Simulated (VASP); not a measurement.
# Sn (Im-3m) in VASP: further runs

The runs below take Sn through single point, relaxation of cell and atoms, with RPBE.

Program: VASP 6.6.1. These are calculated values, not measurements. Logs are shortened: lines on timing, memory, paths and dates and some standing lists are left out, and cuts for length are marked.

### 1 The cell of the first run

Symmetry: Im-3m, No. 229, cubic system. The conventional cell has a = 3.895 Å, b = 3.895 Å, c = 3.895 Å, α = 90.00°, β = 90.00°, γ = 90.00°. Within 4.4 Å of Sn (site symmetry m-3m) lie 14 Sn at 3.37 to 3.90 Å.

### 2 Single point, RPBE (volume scaled by 1.04)

INCAR

```
PREC = Accurate ; ENCUT = 520
EDIFF = 1E-6 ; ISMEAR = -1
SIGMA = 0.1 ; LREAL = False
LASPH = True ; NELM = 100
ALGO = Normal ; ISIF = 2
LWAVE = False ; LCHARG = True
GGA = RP ; LELF = True
LVHAR = True ; NBANDS = 13
```

KPOINTS

```
Automatic mesh
0
Gamma
  13 13 13
```

POSCAR

```
Sn
1.0
   -1.9475601983      1.9475601983      1.9475601983
    1.9475601983     -1.9475601983      1.9475601983
    1.9475601983      1.9475601983     -1.9475601983
Sn
1
Direct
    0.0000000000      0.0000000000      0.0000000000
```

Potentials or basis: VASP PAW PBE potentials, release 64 (Sn_d).

Launch:

```
$ cat potpaw_PBE.64/Sn_d/POTCAR > POTCAR
$ mpirun -np 1 vasp_std > vasp.out
```

OUTCAR:

```text
PREC = Accurate
   ENCUT = 520
   EDIFF = 1E-6
   ISMEAR = -1
   LREAL = False
   LASPH = True
   NELM = 100
   ISIF = 2
   GGA = RP

 ion  position               nearest neighbor table
   1  0.000  0.000  0.000-

  LATTYP: Found a body centered cubic cell.
 ALAT       =     3.8951203966

  Lattice vectors:

 A1 = (  -1.9475601983,   1.9475601983,   1.9475601983)
 A2 = (   1.9475601983,  -1.9475601983,   1.9475601983)
 A3 = (   1.9475601983,   1.9475601983,  -1.9475601983)

Analysis of symmetry for initial positions (statically):
=====================================================================
 Subroutine PRICEL returns:
 Original cell was already a primitive cell.

 Routine SETGRP: Setting up the symmetry group for a
 body centered cubic supercell.

 Subroutine GETGRP returns: Found 48 space group operations
 (whereof 48 operations were pure point group operations)
 out of a pool of 48 trial point group operations.

The static configuration has the point symmetry O_h .

Analysis of symmetry for dynamics (positions and initial velocities):
=====================================================================
 Subroutine PRICEL returns:
 Original cell was already a primitive cell.

 Routine SETGRP: Setting up the symmetry group for a
 body centered cubic supercell.

 Subroutine GETGRP returns: Found 48 space group operations
 (whereof 48 operations were pure point group operations)
 out of a pool of 48 trial point group operations.

The dynamic configuration has the point symmetry O_h .

 Subroutine INISYM returns: Found 48 space group operations
 (whereof 48 operations are pure point group operations),
 and found     1 'primitive' translations

----------------------------------------------------------------------------------------

                                     Primitive cell

  volume of cell :      29.5483

  direct lattice vectors                    reciprocal lattice vectors
    -1.947560198  1.947560198  1.947560198     0.000000000  0.256731474  0.256731474
     1.947560198 -1.947560198  1.947560198     0.256731474  0.000000000  0.256731474
     1.947560198  1.947560198 -1.947560198     0.256731474  0.256731474  0.000000000

  length of vectors
     3.373273214  3.373273214  3.373273214     0.363073132  0.363073132  0.363073132

  position of ions in fractional coordinates (direct lattice)
[... 76 lines left out ...]
   NELM   =    100;   NELMIN=  2; NELMDL= -5     # of ELM steps
   EDIFF  = 0.1E-05   stopping-criterion for ELM
   LREAL  =      F    real-space projection
   EDIFFG = 0.1E-04   stopping-criterion for IOM
   NSW    =      0    number of steps for IOM
   IBRION =     -1    ionic relax: 0-MD 1-quasi-New 2-CG
   NFREE  =      0    steps in history (QN), initial steepest desc. (CG)
   ISIF   =      2    stress and relaxation
   ISYM   =      2    0-nonsym 1-usesym 2-fastsym
   POTIM  = 0.5000    time-step for ionic-motion
   TEBEG  =    0.0;   TEEND  =   0.0 temperature during run
   PSTRESS=    0.0 pullay stress
   NELECT =      14.0000    total number of electrons
   NUPDOWN=      -1.0000    fix difference up-down
   EMIN   =  10.00;   EMAX   =-10.00  energy-range for DOS
   EFERMI =   0.00;   METHOD = LEGACY
   ISMEAR =    -1;   SIGMA  =   0.10  broadening in eV -4-tet -1-fermi 0-gaus
   EFERMI_NEDOS =   21; number of points for ismear=-14 and -15
   IALGO  =     38    algorithm
   IMIX   =      4    mixing-type and parameters
     AMIX     =   0.40;   BMIX     =  1.00
     AMIX_MAG =   1.60;   BMIX_MAG =  1.00
  volume/ion in A,a.u.               =      29.55       199.40
  Fermi-wavevector in a.u.,A,eV,Ry     =   1.276262  2.411786 22.161789  1.628846
  Thomas-Fermi vector in A             =   2.408928
   LORBIT       =      0    0 simple, 1 ext, 2 COOP (PROOUT), +10 PAW based schemes
   GGA     = RP    functional components
   LHFCALC =     F    Hartree Fock is set to
   AEXX    =    0.0000 exact exchange contribution
   IVDW    =     0    specifies the selected vdW correction
   LEPSILON=     F    determine dielectric tensor
   LRPA    =     F    only Hartree local field effects (RPA)
 non-spin polarized calculation
  energy-cutoff  :      520.00
  volume of cell :       29.55
 maximum number of plane-waves:       806
 NGX is ok and might be reduce to    28
   NGX = 13   NGY = 13   NGZ = 13

 number of electron      14.0000007 magnetization

 Free energy of the ion-electron system (eV)
  ---------------------------------------------------
  ext. energy  EPLUGINS =         0.00000000
  ---------------------------------------------------
  free energy    TOTEN  =        -3.41545347 eV

  energy without entropy =       -3.39380041  energy(sigma->0) =       -3.40462694

 E-fermi :   7.2167     XC(G=0):  -9.9008

 val. band max:        7.2120331557   @ k =  -0.4615  -0.4615   0.2308
 cond. band min:       7.2318703535   @ k =   0.3077   0.1538   0.1538
 fundamental gap:      0.0198371977
 Fermi energy:         7.2166622727

 k-point     1 :       0.0000    0.0000    0.0000
  band No.  band energies     occupation
      1     -14.3618      2.00000
      2     -14.3618      2.00000
      3     -14.3618      2.00000
      4     -14.2563      2.00000
      5     -14.2563      2.00000
      6      -3.2557      2.00000
      7      14.5164      0.00000
      8      14.5164      0.00000
      9      14.5164      0.00000
     10      19.1237      0.00000
     11      19.1237      0.00000
     12      19.1237      0.00000
     13      19.3469      0.00000
[... 354 lines left out ...]
  band No.  band energies     occupation
      1     -14.3774      2.00000
      2     -14.3440      2.00000
      3     -14.2692      2.00000
      4     -14.2611      2.00000
      5     -14.2433      2.00000
      6      -1.1155      2.00000
      7       7.0307      1.73051
      8      10.1092      0.00000
      9      11.2962      0.00000
     10      17.2007      0.00000
     11      17.6788      0.00000
     12      20.0608      0.00000
     13      21.4469      0.00000

 [... further k-points ...]
[... 5 lines left out ...]
  --------------------------------------------------------------------------------------
  -------------------------------------------------------------------------------------
  Total       -0.2497278     -0.2497278     -0.2497278      0.0000000      0.0000000      0.0000000
  in kB      -13.5408140    -13.5408140    -13.5408140      0.0000000      0.0000000      0.0000000
  external PRESSURE =     -13.5408140 kB  Pullay stress =       0.0000000 kB

 VOLUME and BASIS-vectors are now :
 -----------------------------------------------------------------------------
  energy-cutoff  :      520.00
  volume of cell :       29.55
      direct lattice vectors                 reciprocal lattice vectors
    -1.947560198  1.947560198  1.947560198     0.000000000  0.256731474  0.256731474
     1.947560198 -1.947560198  1.947560198     0.256731474  0.000000000  0.256731474
     1.947560198  1.947560198 -1.947560198     0.256731474  0.256731474  0.000000000

 POSITION                                       TOTAL-FORCE (eV/Angst)
 -----------------------------------------------------------------------------------
      0.00000      0.00000      0.00000        -0.000000     -0.000000     -0.000000
 -----------------------------------------------------------------------------------
    total drift:                               -0.000000     -0.000000     -0.000000

  FREE ENERGIE OF THE ION-ELECTRON SYSTEM (eV)
  ---------------------------------------------------
  free  energy   TOTEN  =        -3.4154534682 eV

  energy  without entropy=       -3.3938004115  energy(sigma->0) =       -3.40462694
```

Run time: 16 s. Hardware: 1 thread of Intel Xeon 6975P-C (Granite Rapids), shared host; peak memory 0.17 GiB.

What came out:

```
Free energy            : -3.4155 eV
Pressure               : -1.4 GPa
Band gap on the k mesh : zero (band 7 reaches 14.52 eV, above the bottom of band 8 at 5.14 eV)
```

Levels at points of the mesh, in eV from the Fermi level:
```
           k point  band 4  band 5  band 6  band 7  band 8  band 9  band 10  band 11
(0.00, 0.00, 0.00)  -21.47  -21.47  -10.47    7.30    7.30    7.30    11.91    11.91
```

Caveat: the cell differs from its parent crystal (volume scaled by 1.04); the PAW data sets were made with another functional, which shifts forces and pressure a little; spin-orbit coupling is left out, which moves the levels of the heavy elements.

### 3 Single point, RPBE (volume scaled by 1.08)

INCAR

```
ALGO = Normal ; EDIFF = 1E-6
ENCUT = 520 ; GGA = RP
ISIF = 2 ; ISMEAR = -1
LASPH = True ; LCHARG = False
LREAL = False ; LWAVE = False
NBANDS = 13 ; NELM = 80
PREC = Accurate ; SIGMA = 0.1
```

KPOINTS

```
k-points
0
Gamma
  13 13 13
```

POSCAR

```
Sn
1.0
   -1.9722154764      1.9722154764      1.9722154764
    1.9722154764     -1.9722154764      1.9722154764
    1.9722154764      1.9722154764     -1.9722154764
Sn
1
Direct
    0.0000000000      0.0000000000      0.0000000000
```

Potentials or basis: VASP PAW PBE potentials, release 64 (Sn_d).

Launch:

```
$ cat potpaw_PBE.64/Sn_d/POTCAR > POTCAR
$ mpirun -np 1 vasp_std > vasp.out
```

Wall time 18 s (1 thread of Intel Xeon 6975P-C (Granite Rapids), shared host); peak memory 0.16 GiB.

The run converged. Its results:

| Property | Result |
| --- | --- |
| Free energy | -3.4017 eV |
| Pressure | -2.6 GPa |
| Band gap on the k mesh | zero (band 7 reaches 13.78 eV, above the bottom of band 8 at 4.84 eV) |

Levels at points of the mesh, in eV from the Fermi level:
```tsv
k point	band 4	band 5	band 6	band 7	band 8	band 9	band 10	band 11
(0.00, 0.00, 0.00)	-21.48	-21.48	-10.23	6.97	6.97	6.97	11.81	11.81
```

Caveat: the cell differs from its parent crystal (volume scaled by 1.08); the PAW data sets were made with another functional, which shifts forces and pressure a little; spin-orbit coupling is left out, which moves the levels of the heavy elements.

### 4 Single point, RPBE (volume scaled by 1.12)

INCAR

```
SYSTEM = Sn
PREC     = Accurate       ! precision mode
ENCUT    = 520            ! plane-wave cutoff, eV
EDIFF    = 1E-6           ! SCF threshold, eV
ISMEAR   = -1             ! smearing method
SIGMA    = 0.1            ! smearing width, eV
LREAL    = .False.        ! projectors in reciprocal space
LASPH    = .True.         ! aspherical terms in the spheres
NELM     = 80             ! most SCF steps
ALGO     = Normal         ! electronic algorithm
ISIF     = 2              ! what is computed and relaxed
LWAVE    = .False.        ! write WAVECAR
LCHARG   = .True.         ! write CHGCAR
GGA      = RP             ! functional
LELF     = .True.         ! ELF
LVHAR    = .True.       
NBANDS   = 13             ! bands
```

KPOINTS

```
Automatic mesh
0
Gamma
  13 13 13
  0 0 0
```

POSCAR

```
Sn
1.0
   -1.9962692552      1.9962692552      1.9962692552
    1.9962692552     -1.9962692552      1.9962692552
    1.9962692552      1.9962692552     -1.9962692552
Sn
1
Direct
    0.0000000000      0.0000000000      0.0000000000
```

Launch:

```
$ cat potpaw_PBE.64/Sn_d/POTCAR > POTCAR
$ mpirun -np 1 vasp_std > vasp.out
```

It took 17 s on 1 thread of Intel Xeon 6975P-C (Granite Rapids), shared host; peak memory 0.17 GiB.

Results (log left out):

| Property | Result |
| --- | --- |
| Free energy | -3.3799 eV |
| Pressure | -3.6 GPa |
| Band gap on the k mesh | zero (band 7 reaches 13.10 eV, above the bottom of band 8 at 4.56 eV) |

Levels at points of the mesh, in eV from the Fermi level:
```
           k point  band 5  band 6  band 7  band 8  band 9  band 10
(0.00, 0.00, 0.00)  -21.50  -10.02    6.67    6.67    6.67    11.63
```

Caveat: the cell differs from its parent crystal (volume scaled by 1.12); the PAW data sets were made with another functional, which shifts forces and pressure a little; spin-orbit coupling is left out, which moves the levels of the heavy elements.

### 5 Relaxation of cell and atoms, RPBE

This run uses another cell than the first one, of 28.03 Å³/atom, 0.949 times its volume.

INCAR

```
PREC = Accurate
ENCUT = 600
EDIFF = 1E-7
ISMEAR = -1
SIGMA = 0.1
LREAL = F
LASPH = T
NELM = 60
ALGO = Normal
ISIF = 3
LWAVE = F
LCHARG = F
GGA = RP
IBRION = 2
NSW = 80
EDIFFG = -0.01
```

KPOINTS

```
regular mesh
0
Gamma
  12 12 12
```

POSCAR

```
Sn
1.0
   -1.9137253733      1.9137253733      1.9137253733
    1.9137253733     -1.9137253733      1.9137253733
    1.9137253733      1.9137253733     -1.9137253733
Sn
1
Direct
    0.0000000000      0.0000000000      0.0000000000
```

Launch:

```
$ cat potpaw_PBE.64/Sn_d/POTCAR > POTCAR
$ mpirun -np 1 vasp_std > vasp.out
```

Run time: 33 s. Hardware: 1 thread of Intel Xeon 6975P-C (Granite Rapids), shared host; peak memory 0.17 GiB.

Results (log left out):

```yaml
Free_energy: -3.4187 eV
Relaxed_volume: 28.42 Å³/atom
Relaxed_cell: a = 3.330 Å, b = 3.330 Å, c = 3.330 Å, α = 109.47°, β = 109.47°, γ = 109.47°
Space_group_after_relaxing_to_0.05_Å: Im-3m (No. 229)
Energy_gained_by_relaxing: 0.7 meV/atom
Ionic_steps: 3
Pressure_after_relaxing: 0.0 GPa
Band_gap_on_the_k_mesh: zero (band 7 reaches 15.30 eV, above the bottom of band 8 at 5.35 eV)
```

Step by step:
```tsv
step	energy change (eV)	largest force (eV/Å)	pressure (GPa)	volume (Å³)
1	0.0000	0.0000	0.61	28.03
2	-0.0007	0.0000	-0.07	28.47
3	-0.0007	0.0000	0.00	28.42
```

Final structure:
```
Sn
1.0
    -1.92248    1.92248    1.92248
     1.92248   -1.92248    1.92248
     1.92248    1.92248   -1.92248
Sn
1
Direct
  0.00000 0.00000 0.00000
```

Levels at points of the mesh, in eV from the Fermi level:
| k point | band 4 | band 5 | band 6 | band 7 | band 8 | band 9 | band 10 | band 11 |
| --- | --- | --- | --- | --- | --- | --- | --- | --- |
| (0.00, 0.00, 0.00) | -21.54 | -21.54 | -10.80 | 7.58 | 7.58 | 7.58 | 11.93 | 11.93 |
| (0.50, 0.00, 0.00) | -21.55 | -21.47 | -6.38 | -4.25 | 3.44 | 5.26 | 7.64 | 8.01 |
| (0.50, 0.50, 0.50) | -21.49 | -21.49 | -2.70 | -0.47 | -0.47 | -0.47 | 3.76 | 3.76 |

Caveat: the PAW data sets were made with another functional, which shifts forces and pressure a little; spin-orbit coupling is left out, which moves the levels of the heavy elements.

### 6 The runs side by side

| task | cell | k mesh | cutoff (eV) | gap on the mesh (eV) | pressure (GPa) |
| --- | --- | --- | --- | --- | --- |
| single point | a = 3.373 Å, angles 109.5°, 1 atom | 13 × 13 × 13 | 520 | none | -1.4 |
| single point | a = 3.416 Å, angles 109.5°, 1 atom | 13 × 13 × 13 | 520 | none | -2.6 |
| single point | a = 3.458 Å, angles 109.5°, 1 atom | 13 × 13 × 13 | 520 | none | -3.6 |
| relaxation of cell and atoms | relaxed from a = 3.315 Å, angles 109.5°, 1 atom | 12 × 12 × 12 | 600 | none | 0.0 |

Alike in all rows: level RPBE; potentials or basis VASP PAW PBE potentials, release 64 (Sn_d); no spin polarisation; smearing fermi-dirac 0.1 eV.

Caveats: the PAW data sets were made with another functional, which shifts forces and pressure a little; spin-orbit coupling is left out, which moves the levels of the heavy elements.

Total energies depend on the potentials used, so only differences within one code and one set of settings carry meaning.
